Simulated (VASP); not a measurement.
# AgCl in VASP: further runs

Runs on AgCl. Level: PBEsol. Tasks: electric field gradients.

All numbers are computed with VASP 6.6.1; they aren't measurements. Logs are shortened: lines on timing, memory, paths and dates and some standing lists are left out, and cuts for length are marked.

## (1) The cell of the first run

The structure is tetragonal, space group P4/mmm (No. 123). The conventional cell has a = 3.537 Å, b = 3.537 Å, c = 3.434 Å, α = 90.00°, β = 90.00°, γ = 90.00°. Ag (site symmetry 4/mmm) has 8 Cl at 3.03 Å and 6 Ag at 3.43 to 3.54 Å within 4.0 Å. Cl (site symmetry 4/mmm) has 8 Ag at 3.03 Å and 6 Cl at 3.43 to 3.54 Å within 4.0 Å.

## (2) Electric field gradients, PBEsol (equal xx and yy strain of +3 %)

File INCAR:

```
ALGO = Normal ; EDIFF = 1E-8
ENCUT = 520 ; GGA = PS
ISIF = 2 ; ISMEAR = -1
LASPH = True ; LCHARG = False
LEFG = True ; LREAL = False
LWAVE = False ; NBANDS = 16
NELM = 60 ; PREC = Accurate
SIGMA = 0.01
```

File KPOINTS:

```
k-points
0
Gamma
  9 9 9
```

File POSCAR:

```
AgCl
1.0
    3.5369921900      0.0000000000      0.0000000000
    0.0000000000      3.5369921900      0.0000000000
    0.0000000000      0.0000000000      3.4339730000
Ag Cl
1 1
Direct
    0.0000000000      0.0000000000      0.0000000000
    0.5000000000      0.5000000000      0.5000000000
```

Potentials or basis: VASP PAW PBE potentials, release 64 (Ag, Cl).

Started as:

```
$ cat potpaw_PBE.64/Ag/POTCAR potpaw_PBE.64/Cl/POTCAR > POTCAR
$ mpirun -np 1 vasp_std > vasp.out
```

OUTCAR:

```text
EDIFF = 1E-8
   ENCUT = 520
   GGA = PS
   ISIF = 2
   ISMEAR = -1
   LASPH = True
   LREAL = False
   NELM = 60
   PREC = Accurate

 ion  position               nearest neighbor table
   1  0.000  0.000  0.000-   2 3.03   2 3.03   2 3.03   2 3.03   2 3.03   2 3.03   2 3.03   2 3.03

   2  0.500  0.500  0.500-   1 3.03   1 3.03   1 3.03   1 3.03   1 3.03   1 3.03   1 3.03   1 3.03

  LATTYP: Found a simple tetragonal cell.
 ALAT       =     3.5369921900
 C/A-ratio  =     0.9708737864

  Lattice vectors:

 A1 = (   3.5369921900,   0.0000000000,   0.0000000000)
 A2 = (   0.0000000000,   3.5369921900,   0.0000000000)
 A3 = (   0.0000000000,   0.0000000000,   3.4339730000)

Analysis of symmetry for initial positions (statically):
=====================================================================
 Subroutine PRICEL returns:
 Original cell was already a primitive cell.

 Routine SETGRP: Setting up the symmetry group for a
 simple tetragonal supercell.

 Subroutine GETGRP returns: Found 16 space group operations
 (whereof 16 operations were pure point group operations)
 out of a pool of 16 trial point group operations.

The static configuration has the point symmetry D_4h.

Analysis of symmetry for dynamics (positions and initial velocities):
=====================================================================
 Subroutine PRICEL returns:
 Original cell was already a primitive cell.

 Routine SETGRP: Setting up the symmetry group for a
 simple tetragonal supercell.

 Subroutine GETGRP returns: Found 16 space group operations
 (whereof 16 operations were pure point group operations)
 out of a pool of 16 trial point group operations.

The dynamic configuration has the point symmetry D_4h.

 Subroutine INISYM returns: Found 16 space group operations
 (whereof 16 operations are pure point group operations),
 and found     1 'primitive' translations

----------------------------------------------------------------------------------------

                                     Primitive cell

  volume of cell :      42.9601

  direct lattice vectors                    reciprocal lattice vectors
     3.536992190  0.000000000  0.000000000     0.282726098  0.000000000  0.000000000
     0.000000000  3.536992190  0.000000000     0.000000000  0.282726098  0.000000000
     0.000000000  0.000000000  3.433973000     0.000000000  0.000000000  0.291207881

  length of vectors
     3.536992190  3.536992190  3.433973000     0.282726098  0.282726098  0.291207881

  position of ions in fractional coordinates (direct lattice)
     0.000000000  0.000000000  0.000000000
     0.500000000  0.500000000  0.500000000

  ion indices of the primitive-cell ions
   primitive index   ion index
                 1           1
                 2           2

----------------------------------------------------------------------------------------

 KPOINTS: k-points

Automatic generation of k-mesh.
 Grid dimensions read from file:
 generate k-points for:    9    9    9

 Generating k-lattice:

  Cartesian coordinates                     Fractional coordinates (reciprocal lattice)
     0.031414011  0.000000000  0.000000000     0.111111111  0.000000000  0.000000000
     0.000000000  0.031414011  0.000000000     0.000000000  0.111111111  0.000000000
     0.000000000  0.000000000  0.032356431     0.000000000  0.000000000  0.111111111

  Length of vectors
     0.031414011  0.031414011  0.032356431

  Shift w.r.t. Gamma in fractional coordinates (k-lattice)
     0.000000000  0.000000000  0.000000000

 Subroutine IBZKPT returns following result:
 ===========================================

 Found     75 irreducible k-points:

 Following reciprocal coordinates:
            Coordinates               Weight
  0.000000  0.000000  0.000000      1.000000
  0.111111  0.000000  0.000000      4.000000
  0.222222  0.000000  0.000000      4.000000
  0.333333  0.000000  0.000000      4.000000
  0.444444  0.000000  0.000000      4.000000
  0.111111  0.111111  0.000000      4.000000
[... 16 lines left out ...]
  0.333333  0.111111  0.111111     16.000000
  0.444444  0.111111  0.111111     16.000000
 [... further k-points ...]
   k-points           NKPTS =     75   k-points in BZ     NKDIM =     75   number of bands    NBANDS=     16
   number of dos      NEDOS =    301   number of ions     NIONS =      2
   total plane-waves  NPLWV =  21952
   dimension x,y,z NGX =    28 NGY =   28 NGZ =   28
   dimension x,y,z NGXF=    56 NGYF=   56 NGZF=   56
   ions per type =               1   1
   NGX,Y,Z   is equivalent  to a cutoff of  13.16, 13.16, 13.56 a.u.
   NGXF,Y,Z  is equivalent  to a cutoff of  26.32, 26.32, 27.11 a.u.
 SYSTEM =  unknown system
   PREC   = accura    normal or accurate (medium, high low for compatibility)
   ISTART =      0    job   : 0-new  1-cont  2-samecut
   ICHARG =      2    charge: 1-file 2-atom 10-const
   ISPIN  =      1    spin polarized calculation?
   LNONCOLLINEAR =      F non collinear calculations
   LSORBIT =      F    spin-orbit coupling
   LASPH  =      T    aspherical Exc in radial PAW
   ENCUT  =  520.0 eV  38.22 Ry    6.18 a.u.   6.58  6.58  6.38*2*pi/ulx,y,z
   NELM   =     60;   NELMIN=  2; NELMDL= -5     # of ELM steps
   EDIFF  = 0.1E-07   stopping-criterion for ELM
   LREAL  =      F    real-space projection
   EDIFFG = 0.1E-06   stopping-criterion for IOM
   NSW    =      0    number of steps for IOM
   IBRION =     -1    ionic relax: 0-MD 1-quasi-New 2-CG
   NFREE  =      0    steps in history (QN), initial steepest desc. (CG)
   ISIF   =      2    stress and relaxation
   ISYM   =      2    0-nonsym 1-usesym 2-fastsym
   POTIM  = 0.5000    time-step for ionic-motion
   TEBEG  =    0.0;   TEEND  =   0.0 temperature during run
   PSTRESS=    0.0 pullay stress
   NELECT =      18.0000    total number of electrons
   NUPDOWN=      -1.0000    fix difference up-down
   EMIN   =  10.00;   EMAX   =-10.00  energy-range for DOS
   EFERMI =   0.00;   METHOD = LEGACY
   ISMEAR =    -1;   SIGMA  =   0.01  broadening in eV -4-tet -1-fermi 0-gaus
   EFERMI_NEDOS =   21; number of points for ismear=-14 and -15
   IALGO  =     38    algorithm
   IMIX   =      4    mixing-type and parameters
     AMIX     =   0.40;   BMIX     =  1.00
     AMIX_MAG =   1.60;   BMIX_MAG =  1.00
  volume/ion in A,a.u.               =      21.48       144.95
  Fermi-wavevector in a.u.,A,eV,Ry     =   1.225022  2.314956 20.417984  1.500679
  Thomas-Fermi vector in A             =   2.360075
   LORBIT       =      0    0 simple, 1 ext, 2 COOP (PROOUT), +10 PAW based schemes
   GGA     = PS    functional components
   LHFCALC =     F    Hartree Fock is set to
   AEXX    =    0.0000 exact exchange contribution
   IVDW    =     0    specifies the selected vdW correction
   LEPSILON=     F    determine dielectric tensor
   LRPA    =     F    only Hartree local field effects (RPA)
 non-spin polarized calculation
  energy-cutoff  :      520.00
  volume of cell :       42.96
 maximum number of plane-waves:      1175
 NGX is ok and might be reduce to    28
   NGX = 13   NGY = 13   NGZ = 13

 number of electron      17.9999998 magnetization

 Free energy of the ion-electron system (eV)
  ---------------------------------------------------
  ext. energy  EPLUGINS =         0.00000000
  ---------------------------------------------------
  free energy    TOTEN  =        -5.67511904 eV

  energy without entropy =       -5.67511904  energy(sigma->0) =       -5.67511904

 E-fermi :   3.3088     XC(G=0): -10.3063

 val. band max:        3.0989970154   @ k =   0.4444   0.0000   0.0000
 cond. band min:       3.4844412885   @ k =   0.0000   0.0000   0.0000
 fundamental gap:      0.3854442731
 Fermi energy:         3.3088323286

 k-point     1 :       0.0000    0.0000    0.0000
  band No.  band energies     occupation
      1     -11.1405      2.00000
      2       0.5214      2.00000
      3       0.5753      2.00000
      4       1.3756      2.00000
      5       1.4052      2.00000
      6       1.4052      2.00000
[... 8 lines left out ...]
     15      16.4818      0.00000
     16      19.0984      0.00000

 k-point     2 :       0.1111    0.0000    0.0000
  band No.  band energies     occupation
      1     -11.0992      2.00000
      2       0.4017      2.00000
      3       0.5531      2.00000
      4       1.0818      2.00000
      5       1.1954      2.00000
      6       1.2923      2.00000
[... 8 lines left out ...]
     15      15.9014      0.00000
     16      19.3939      0.00000

 k-point     3 :       0.2222    0.0000    0.0000
  band No.  band energies     occupation
      1     -10.9909      2.00000
      2      -0.3148      2.00000
      3       0.5836      2.00000
      4       0.7550      2.00000
      5       0.9040      2.00000
      6       1.2624      2.00000
[... 8 lines left out ...]
     15      16.1127      0.00000
     16      19.2940      0.00000

 k-point     4 :       0.3333    0.0000    0.0000
  band No.  band energies     occupation
      1     -10.8606      2.00000
      2      -1.0732      2.00000
      3       0.5196      2.00000
      4       0.6231      2.00000
      5       0.6841      2.00000
      6       1.4347      2.00000
[... 8 lines left out ...]
     15      17.6220      0.00000
     16      18.9977      0.00000
[... 324 lines left out ...]
 k-point    22 :       0.2222    0.1111    0.1111
  band No.  band energies     occupation
      1     -10.9124      2.00000
      2      -0.2237      2.00000
      3       0.4397      2.00000
      4       0.6398      2.00000
      5       0.8876      2.00000
      6       1.2337      2.00000
[... 8 lines left out ...]
     15      16.2373      0.00000
     16      18.8346      0.00000

 k-point    23 :       0.3333    0.1111    0.1111
  band No.  band energies     occupation
      1     -10.7910      2.00000
      2      -0.8940      2.00000
      3       0.3629      2.00000
      4       0.6868      2.00000
      5       0.7777      2.00000
      6       1.3197      2.00000
[... 8 lines left out ...]
     15      17.3455      0.00000
     16      18.7296      0.00000

 k-point    24 :       0.4444    0.1111    0.1111
  band No.  band energies     occupation
      1     -10.7079      2.00000
      2      -1.2907      2.00000
      3       0.2902      2.00000
      4       0.6732      2.00000
      5       0.7447      2.00000
      6       1.3566      2.00000
[... 8 lines left out ...]
     15      17.8832      0.00000
     16      19.4128      0.00000

 [... further k-points ...]

------------------------ aborting loop because EDIFF is reached ----------------------------------------

  FORCE on cell =-STRESS in cart. coord.  units (eV):
  Direction    XX          YY          ZZ          XY          YZ          ZX
  --------------------------------------------------------------------------------------
  -------------------------------------------------------------------------------------
  Total       -1.8667467     -1.8667467     -1.5217156      0.0000000      0.0000000     -0.0000000
  in kB      -69.6194988    -69.6194988    -56.7517142      0.0000000      0.0000000     -0.0000000
  external PRESSURE =     -65.3302373 kB  Pullay stress =       0.0000000 kB

 VOLUME and BASIS-vectors are now :
 -----------------------------------------------------------------------------
  energy-cutoff  :      520.00
  volume of cell :       42.96
      direct lattice vectors                 reciprocal lattice vectors
     3.536992190  0.000000000  0.000000000     0.282726098  0.000000000  0.000000000
     0.000000000  3.536992190  0.000000000     0.000000000  0.282726098  0.000000000
     0.000000000  0.000000000  3.433973000     0.000000000  0.000000000  0.291207881

 POSITION                                       TOTAL-FORCE (eV/Angst)
 -----------------------------------------------------------------------------------
      0.00000      0.00000      0.00000         0.000000      0.000000      0.000000
      1.76850      1.76850      1.71699         0.000000      0.000000      0.000000
 -----------------------------------------------------------------------------------
    total drift:                               -0.000000      0.000000      0.000000

  FREE ENERGIE OF THE ION-ELECTRON SYSTEM (eV)
  ---------------------------------------------------
  free  energy   TOTEN  =        -5.6751190416 eV

  energy  without entropy=       -5.6751190416  energy(sigma->0) =       -5.67511904

 Electric field gradients (V/A^2)
---------------------------------------------------------------------
 ion       V_xx      V_yy      V_zz      V_xy      V_xz      V_yz
---------------------------------------------------------------------
   1      -1.416    -1.416     2.832     0.000     0.000     0.000
   2       6.605     6.605   -13.211     0.000     0.000     0.000
---------------------------------------------------------------------

 Electric field gradients after diagonalization (V/A^2)
 (convention: |V_zz| > |V_xx| > |V_yy|)
----------------------------------------------------------------------
 ion       V_xx      V_yy      V_zz     asymmetry (V_yy - V_xx)/ V_zz
----------------------------------------------------------------------
   1      -1.416    -1.416     2.832       0.000
   2       6.605     6.605   -13.211       0.000
----------------------------------------------------------------------

           NMR quadrupolar parameters

 Cq : quadrupolar parameter    Cq=e*Q*V_zz/h
 eta: asymmetry parameters     (V_yy - V_xx)/ V_zz
 Q  : nuclear electric quadrupole moment in mb (millibarn)
----------------------------------------------------------------------
 ion       Cq(MHz)       eta       Q (mb)
----------------------------------------------------------------------
   1       0.007       0.000       1.000
   2      -0.032       0.000       1.000
----------------------------------------------------------------------
```

Wall time 43 s (1 thread of Intel Xeon Platinum 8175M at 2.50GHz (Skylake/Cascade Lake), shared host); peak memory 0.19 GiB.

Results:

- Free energy: -5.6751 eV
- Pressure: -6.5 GPa
- Band gap on the k mesh: 0.39 eV (least direct gap 1.56 eV)
- Largest electric field gradient by atom: Ag +2.8; Cl -13.2 V/Å²

Levels at points of the mesh, in eV from the valence-band top:
```tsv
k point	band 6	band 7	band 8	band 9	band 10	band 11	band 12	band 13
(0.00, 0.00, 0.00)	-1.69	-1.44	-1.44	-1.18	0.39	9.24	9.45	12.88
```

Electric field gradients, principal values (V/Å²):
```tsv
atom	least	middle	greatest (by size)
1 Ag	-1.416	-1.416	2.832
2 Cl	6.605	6.605	-13.211
```

Caveat: the cell differs from its parent crystal (equal xx and yy strain of +3 %); the cell stands under tension; without QUAD_EFG the Cq values of the log hold for a quadrupole moment of 1 mb, not for the nuclei; the PAW data sets were made with another functional, which shifts forces and pressure a little; an odd mesh through Γ misses points on the zone boundary, where band edges can lie.

[end of part 1 of 3]
